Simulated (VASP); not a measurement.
Here is a VASP 6.6.1 calculation.

Contents of INCAR:

```
SYSTEM = KBa
PREC = Accurate
ENCUT = 520
EDIFF = 1E-6
ISMEAR = 0
SIGMA = 0.1
LREAL = .FALSE.
LASPH = .TRUE.
NELM = 80
ALGO = Fast
ISIF = 2
LWAVE = .FALSE.
LCHARG = .FALSE.
GGA = PE
NBANDS = 16
```

KPOINTS

```
regular mesh
0
G
  12 12 10
  0 0 0
```

The input POSCAR:

```
KBa
1.0
    4.3749608293      0.0000000000      0.0000000000
    0.0000000000      4.3749608293      0.0000000000
    0.0000000000      0.0000000000      7.1273882934
K Ba
1 1
Direct
    0.5000000000      0.5000000000      0.5000000000
    0.0000000000      0.0000000000      0.0000000000
```

Potentials or basis: VASP PAW PBE potentials, release 64 (K_sv, Ba_sv).

Run with:

```console
$ cat potpaw_PBE.64/K_sv/POTCAR potpaw_PBE.64/Ba_sv/POTCAR > POTCAR
$ mpirun -np 1 vasp_std > vasp.out
```

(1) Estimate the band gap on the k mesh.

(2) What does it give for the pressure?

Results:

(1) zero (an odd number of electrons rules out a gap without spin polarisation).

(2) 0.0 GPa.

Caveat: spin-orbit coupling is left out, which moves the levels of the heavy elements.
